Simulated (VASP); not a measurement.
## Ag: relaxation of cell and atoms with PBEsol

The system is Ag.

```xyz
1
Lattice="0.0000 2.0272 2.0272 2.0272 0.0000 2.0272 2.0272 2.0272 0.0000" Properties=species:S:1:pos:R:3 pbc="T T T"
Ag    0.0000    0.0000    0.0000
```

```json
{
 "Program": "VASP 6.6.1",
 "Task": "relaxation of cell and atoms",
 "Functional": "PBEsol",
 "Potentials or basis": "VASP PAW PBE potentials, release 64 (Ag)",
 "Cutoff": "600 eV",
 "k mesh": "20 × 20 × 20",
 "Occupations": "fermi-dirac, width 0.15 eV",
 "Spin": "no spin polarisation",
 "Dipole correction": "no",
 "Further INCAR settings": "ALGO = Fast; EDIFF = 1e-06; IBRION = 2; EDIFFG = -0.001; NSW = 80; ISIF = 3"
}
```

The relaxed volume is 16.63 Å³/atom, the relaxed cell is a = 2.865 Å, b = 2.865 Å, c = 2.865 Å, α = 60.00°, β = 60.00°, γ = 60.00° and the space group after relaxing (to 0.05 Å) is Fm-3m (No. 225). The energy gained by relaxing is 0.0 meV/atom, the ionic steps are 5 and the pressure after relaxing is 0.0 GPa.

Final structure:
```
Ag
1.0
     0.00000    2.02576    2.02576
     2.02576    0.00000    2.02576
     2.02576    2.02576    0.00000
Ag
1
Direct
  0.00000 0.00000 0.00000
```

Levels at points of the mesh, in eV from the Fermi level:
```csv
k point,band 3,band 4,band 5,band 6,band 7,band 8,band 9
"(0.00, 0.00, 0.00)",-4.87,-4.87,-3.77,-3.77,16.03,19.76,19.76
"(0.50, 0.00, 0.00)",-4.89,-2.94,-2.94,-0.53,3.72,15.27,18.07
"(0.50, 0.50, 0.00)",-2.97,-2.72,-2.72,1.51,6.91,10.73,10.73
```

It took 63 s on 1 thread of Intel(R) Xeon(R) Platinum 8559C (Emerald Rapids) (shared host), peak memory 0.18 GiB.

Caveat: the PAW data sets were made with another functional, which shifts forces and pressure a little.
